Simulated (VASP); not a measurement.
# MoS2 (P-3m1) in VASP: notebook, part 2 of 2

VASP 6.6.1. The steps go on from the part before.

**3. Single point, PBE+D3(BJ) (atoms displaced along a vibrational mode)**

Contents of INCAR:

```
SYSTEM = MoS2
  PREC = Accurate
  ENCUT = 520
  EDIFF = 1E-7
  ISMEAR = 0
  SIGMA = 0.05
  LREAL = .FALSE.
  LASPH = .TRUE.
  NELM = 80
  ALGO = Normal
  ISIF = 2
  LWAVE = .FALSE.
  LCHARG = .FALSE.
  GGA = PE
  IVDW = 12
  NBANDS = 35
```

Contents of KPOINTS:

```
Automatic mesh
0
G
  12 12 4
  0 0 0
```

Contents of POSCAR:

```
MoS2
1.0
    3.1493511256      0.0000000000      0.0000000000
   -1.5746755628      2.7274180802      0.0000000000
    0.0000000000      0.0000000000     12.0907538840
Mo S
2 4
Direct
    0.3333333333      0.6666666667      0.2419574378
    0.6666666667      0.3333333333      0.7580425622
    0.3333333333      0.6666666667      0.6080843945
    0.6666666667      0.3333333333      0.1328967431
    0.3333333333      0.6666666667      0.8671032569
    0.6666666667      0.3333333333      0.3919156055
```

Potentials or basis: VASP PAW PBE potentials, release 64 (Mo_sv, S).

Run with:

```
$ cat potpaw_PBE.64/Mo_sv/POTCAR potpaw_PBE.64/S/POTCAR > POTCAR
$ mpirun -np 1 vasp_std > vasp.out
```

It took 1.8 min on 1 thread of AMD EPYC 9R45 (Zen 5), shared host; peak memory 0.32 GiB.

Results (log left out):

* Free energy: -44.3259 eV
* Pressure: 5.6 GPa
* Largest force: 6.897 eV/Å
* Band gap on the k mesh: zero (bands 26 and 27 overlap by 0.39 eV)
* Dispersion energy per atom: -0.437 eV

Forces in eV/Å, atoms in the order of the input:
```
Mo   0.000  0.000  6.897
Mo   0.000  0.000 -6.897
S    0.000  0.000  2.619
S    0.000  0.000 -4.555
S    0.000  0.000  4.555
S    0.000  0.000 -2.619
```

Stress tensor (GPa, compression positive):
```
6.43 0.00 0.00
0.00 6.43 0.00
0.00 0.00 3.79
```

Levels at points of the mesh, in eV from the Fermi level:
```csv
k point,band 24,band 25,band 26,band 27,band 28,band 29
"(0.00, 0.00, 0.00)",-1.83,-1.03,0.27,0.91,0.91,1.15
"(0.50, 0.00, 0.00)",-1.78,-1.70,-1.56,0.98,1.06,1.34
"(0.00, 0.00, 0.50)",-2.14,-0.89,0.28,0.91,0.91,1.15
"(0.50, 0.00, 0.50)",-1.81,-1.73,-1.54,0.98,1.05,1.42
```

Caveat: the cell differs from its parent crystal (atoms displaced along a vibrational mode); the cell stands under pressure; forces of over 1 eV/Å act on the atoms, so gaps and moduli don't describe the material at rest.

**4. Single point, PBE+D3(BJ) (atoms displaced along a vibrational mode)**

Contents of INCAR:

```
PREC = Accurate
ENCUT = 520
EDIFF = 1E-6
ISMEAR = 0
SIGMA = 0.05
LREAL = F
LASPH = T
NELM = 60
ALGO = Normal
ISIF = 2
LWAVE = F
LCHARG = F
GGA = PE
IVDW = 12
NBANDS = 35
```

Contents of KPOINTS:

```
regular mesh
0
Gamma
  12 12 4
```

Contents of POSCAR:

```
MoS2
1.0
    3.1493511256      0.0000000000      0.0000000000
   -1.5746755628      2.7274180802      0.0000000000
    0.0000000000      0.0000000000     12.0907538840
Mo S
2 4
Direct
    0.3333333333      0.6666666667      0.2406170108
    0.6666666667      0.3333333333      0.7593829892
    0.3333333333      0.6666666667      0.6060166988
    0.6666666667      0.3333333333      0.1349644388
    0.3333333333      0.6666666667      0.8650355612
    0.6666666667      0.3333333333      0.3939833012
```

Run with:

```
$ cat potpaw_PBE.64/Mo_sv/POTCAR potpaw_PBE.64/S/POTCAR > POTCAR
$ mpirun -np 1 vasp_std > vasp.out
```

Wall time 2.6 min (1 thread of AMD EPYC 9R45 (Zen 5), shared host); peak memory 0.32 GiB.

The run converged. Its results:

| Property | Result |
| --- | --- |
| Free energy | -43.7061 eV |
| Pressure | 7.5 GPa |
| Largest force | 7.808 eV/Å |
| Band gap on the k mesh | zero (bands 26 and 27 overlap by 0.64 eV) |
| Dispersion energy per atom | -0.437 eV |

Forces on the atoms (eV/Å):
```
Mo   0.000  0.000  7.808
Mo   0.000  0.000 -7.808
S    0.000  0.000  2.812
S    0.000  0.000 -5.330
S    0.000  0.000  5.330
S    0.000  0.000 -2.812
```

Stress tensor (GPa, compression positive):
```
8.78 0.00 0.00
0.00 8.78 0.00
0.00 0.00 4.91
```

Levels at points of the mesh, in eV from the Fermi level:
```
           k point  band 24  band 25  band 26  band 27  band 28  band 29
(0.00, 0.00, 0.00)    -1.80    -0.77     0.53     0.86     0.86     1.14
(0.50, 0.00, 0.00)    -1.67    -1.55    -1.43     0.98     1.07     1.34
(0.00, 0.00, 0.50)    -2.01    -0.70     0.54     0.86     0.86     1.14
(0.50, 0.00, 0.50)    -1.70    -1.57    -1.41     0.99     1.06     1.37
```

Caveat: the cell differs from its parent crystal (atoms displaced along a vibrational mode); the cell stands under pressure; forces of over 1 eV/Å act on the atoms, so gaps and moduli don't describe the material at rest.

**5. Single point, PBE+D3(BJ) (atoms displaced along a vibrational mode)**

Contents of INCAR:

```
SYSTEM = MoS2
ALGO = Normal ; EDIFF = 1E-7
ENCUT = 520 ; GGA = PE
ISIF = 2 ; ISMEAR = 0
IVDW = 12 ; LASPH = .True.
LCHARG = .True. ; LELF = .True.
LREAL = .False. ; LVHAR = .True.
LWAVE = .False. ; NBANDS = 35
NELM = 100 ; PREC = Accurate
SIGMA = 0.05
```

Contents of KPOINTS:

```
k-points
0
Gamma
  12 12 4
  0 0 0
```

Contents of POSCAR:

```
MoS2
1.0
    3.1493511256      0.0000000000      0.0000000000
   -1.5746755628      2.7274180802      0.0000000000
    0.0000000000      0.0000000000     12.0907538840
Mo S
2 4
Direct
    0.3333333333      0.6666666667      0.2432978649
    0.6666666667      0.3333333333      0.7567021351
    0.3333333333      0.6666666667      0.6101520902
    0.6666666667      0.3333333333      0.1308290474
    0.3333333333      0.6666666667      0.8691709526
    0.6666666667      0.3333333333      0.3898479098
```

Run with:

```
$ cat potpaw_PBE.64/Mo_sv/POTCAR potpaw_PBE.64/S/POTCAR > POTCAR
$ mpirun -np 1 vasp_std > vasp.out
```

It took 1.9 min on 1 thread of AMD EPYC 9R45 (Zen 5), shared host; peak memory 0.32 GiB.

The run converged. Its results:

```yaml
Free_energy: -44.8733 eV
Pressure: 3.9 GPa
Largest_force: 6.021 eV/Å
Band_gap_on_the_k_mesh: zero (bands 26 and 27 overlap by 0.13 eV)
Dispersion_energy_per_atom: -0.437 eV
```

Forces in eV/Å, atoms in the order of the input:
```
Mo   0.000  0.000  6.021
Mo   0.000  0.000 -6.021
S    0.000  0.000  2.409
S    0.000  0.000 -3.823
S    0.000  0.000  3.823
S    0.000  0.000 -2.409
```

Stress tensor (GPa, compression positive):
```
4.42 0.00 0.00
0.00 4.42 0.00
0.00 0.00 2.98
```

Levels at points of the mesh, in eV from the Fermi level:
```tsv
k point	band 23	band 24	band 25	band 26	band 27	band 28	band 29	band 30
(0.00, 0.00, 0.00)	-2.27	-1.77	-1.18	0.12	1.04	1.04	1.25	1.25
(0.50, 0.00, 0.00)	-2.13	-1.80	-1.76	-1.60	1.05	1.12	1.42	1.58
(0.00, 0.00, 0.50)	-2.28	-2.22	-0.95	0.12	1.04	1.04	1.25	1.25
(0.50, 0.00, 0.50)	-2.10	-1.82	-1.79	-1.58	1.05	1.11	1.51	1.55
```

Caveat: the cell differs from its parent crystal (atoms displaced along a vibrational mode); the cell stands under pressure; forces of over 1 eV/Å act on the atoms, so gaps and moduli don't describe the material at rest.

**6. Single point, PBE+D3(BJ) (atoms displaced along a vibrational mode)**

Contents of INCAR:

```
ALGO = Normal
EDIFF = 1E-7
ENCUT = 520
GGA = PE
ISIF = 2
ISMEAR = 0
IVDW = 12
LASPH = T
LCHARG = F
LREAL = F
LWAVE = F
NBANDS = 35
NELM = 100
PREC = Accurate
SIGMA = 0.05
```

Contents of KPOINTS:

```
k-points
0
Gamma
  12 12 4
```

Contents of POSCAR:

```
MoS2
1.0
    3.1493511256      0.0000000000      0.0000000000
   -1.5746755628      2.7274180802      0.0000000000
    0.0000000000      0.0000000000     12.0907538840
Mo S
2 4
Direct
    0.3333333333      0.6666666667      0.2553617081
    0.6666666667      0.3333333333      0.7446382919
    0.3333333333      0.6666666667      0.6287613517
    0.6666666667      0.3333333333      0.1122197859
    0.3333333333      0.6666666667      0.8877802141
    0.6666666667      0.3333333333      0.3712386483
```

Potentials or basis: VASP PAW PBE potentials, release 64 (Mo_sv, S).

Run with:

```
$ cat potpaw_PBE.64/Mo_sv/POTCAR potpaw_PBE.64/S/POTCAR > POTCAR
$ mpirun -np 1 vasp_std > vasp.out
```

Run time: 1.8 min. Hardware: 1 thread of AMD EPYC 9R45 (Zen 5), shared host; peak memory 0.32 GiB.

The run converged. Its results:

| Quantity | Value |
| --- | --- |
| Free energy | -45.3341 eV |
| Pressure | 2.5 GPa |
| Largest force | 4.928 eV/Å |
| Band gap on the k mesh | 0.14 eV (least direct gap 1.22 eV) |
| Dispersion energy per atom | -0.437 eV |

Forces in eV/Å, atoms in the order of the input:
```
Mo   0.000  0.000 -4.928
Mo   0.000  0.000  4.928
S    0.000  0.000 -3.007
S    0.000  0.000  2.081
S    0.000  0.000 -2.081
S    0.000  0.000  3.007
```

Stress tensor (GPa, compression positive):
```
2.76 0.00 0.00
0.00 2.76 0.00
0.00 0.00 2.01
```

Levels at points of the mesh, in eV from the valence-band top:
```tsv
k point	band 23	band 24	band 25	band 26	band 27	band 28	band 29	band 30
(0.00, 0.00, 0.00)	-2.30	-1.66	-1.30	0.00	1.22	1.22	1.40	1.40
(0.50, 0.00, 0.00)	-2.11	-1.79	-1.77	-1.60	1.15	1.22	1.52	1.74
(0.00, 0.00, 0.50)	-2.31	-2.29	-0.93	-0.01	1.22	1.22	1.40	1.40
(0.50, 0.00, 0.50)	-2.06	-1.82	-1.80	-1.59	1.16	1.20	1.63	1.69
```

Caveat: the cell differs from its parent crystal (atoms displaced along a vibrational mode); forces of over 1 eV/Å act on the atoms, so gaps and moduli don't describe the material at rest. A k mesh can miss the band edges.

**7. The runs side by side**

```tsv
cell	gap on the mesh (eV)	pressure (GPa)	largest force (eV/Å)
as given, atomic positions A	none	9.7	8.66
as given, atomic positions B	none	5.6	6.90
as given, atomic positions C	none	7.5	7.81
as given, atomic positions D	none	3.9	6.02
as given, atomic positions E	0.14	2.5	4.93
```

Alike in all rows: task single point; level PBE+D3(BJ); potentials or basis VASP PAW PBE potentials, release 64 (Mo_sv, S); no spin polarisation; k mesh 12 × 12 × 4; cutoff (eV) 520; smearing gaussian 0.05 eV.

Caveats: forces of over 1 eV/Å act on the atoms, so gaps and moduli don't describe the material at rest; the cell stands under pressure (at least some runs); the stress differs along the axes, from 6 to 11 GPa (at least some runs).

Total energies depend on the potentials used, so only differences within one code and one set of settings carry meaning.
